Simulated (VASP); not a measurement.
Set up this calculation in VASP 6.6.1, as the native input.

```yaml
Task: single point
Functional: PBEsol
Potentials_or_basis: VASP PAW PBE potentials, release 64 (Si, O)
Cutoff: 520 eV
k_mesh: 6 × 6 × 4
Occupations: fermi-dirac, width 0.02 eV
Spin: no spin polarisation
Dipole_correction: no
Further_INCAR_settings: ALGO = Normal; EDIFF = 1e-06; NBANDS = 34
```

The structure of SiO2 lies in POSCAR:

```
SiO2
1.0
    5.0805610671      0.0000000000      0.0000000000
   -2.5402805335      4.3998949496      0.0000000000
    0.0000000000      0.0000000000      5.5585925248
Si O
3 6
Direct
    0.0000000000      0.5000000000      0.3333333333
    0.5000000000      0.5000000000      0.6666666667
    0.5000000000      0.0000000000      0.0000000000
    0.5843974783      0.7921987392      0.8333333333
    0.7921987392      0.5843974783      0.5000000000
    0.7921987392      0.2078012608      0.1666666667
    0.4156025217      0.2078012608      0.8333333333
    0.2078012608      0.4156025217      0.5000000000
    0.2078012608      0.7921987392      0.1666666667
```

One way to write it, as run:

INCAR

```
ALGO = Normal ; EDIFF = 1E-6
ENCUT = 520 ; GGA = PS
ISIF = 2 ; ISMEAR = -1
LASPH = T ; LCHARG = F
LREAL = F ; LWAVE = F
NBANDS = 34 ; NELM = 100
PREC = Accurate ; SIGMA = 0.02
```

KPOINTS

```
k-points
0
Gamma
  6 6 4
```

Potentials or basis: VASP PAW PBE potentials, release 64 (Si, O).

Run with:

```sh
$ cat potpaw_PBE.64/Si/POTCAR potpaw_PBE.64/O/POTCAR > POTCAR
$ mpirun -np 1 vasp_std > vasp.out
```

It gave:

The pressure is 0.5 GPa and the largest force is 0.009 eV/Å. The band gap on the k mesh is 5.55 eV (least direct gap 5.74 eV).

Caveat: the PAW data sets were made with another functional, which shifts forces and pressure a little.

It took 47 s on 1 thread of Intel(R) Xeon(R) 6975P-C (Granite Rapids), with other jobs on the host, peak memory 0.26 GiB.
